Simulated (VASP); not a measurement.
A run of VASP 6.6.1:

The input INCAR:

```
PREC = Accurate
ENCUT = 520
EDIFF = 1E-7
ISMEAR = 0
SIGMA = 0.02
LREAL = False
LASPH = True
NELM = 80
ALGO = Normal
ISIF = 2
LWAVE = False
LCHARG = True
GGA = PE
IVDW = 12
LELF = True
LVHAR = True
NBANDS = 24
```

The input KPOINTS:

```
regular mesh
0
Gamma
  9 9 4
```

File POSCAR:

```
SrO
1.0
    3.5400514904      0.0000000000      0.0000000000
   -1.7700257452      3.0657745214      0.0000000000
    0.0000000000      0.0000000000      6.1944105941
Sr O
2 2
Direct
    0.3333333333      0.6666666667      0.2500000000
    0.6666666667      0.3333333333      0.7500000000
    0.0000000000      0.0000000000      0.0000000000
    0.0000000000      0.0000000000      0.5000000000
```

Potentials or basis: VASP PAW PBE potentials, release 64 (Sr_sv, O).

Run with:

```sh
$ cat potpaw_PBE.64/Sr_sv/POTCAR potpaw_PBE.64/O/POTCAR > POTCAR
$ mpirun -np 1 vasp_std > vasp.out
```

Hardware: 1 thread of Intel(R) Xeon(R) Platinum 8488C (Sapphire Rapids), on a shared host.

**Question.** Estimate the wall time of this run.

**Answer.** Run time: 66 s on 1 thread of Intel(R) Xeon(R) Platinum 8488C (Sapphire Rapids), on a shared host, peak memory 0.22 GiB. Counts: scf iterations 17, k points 36.
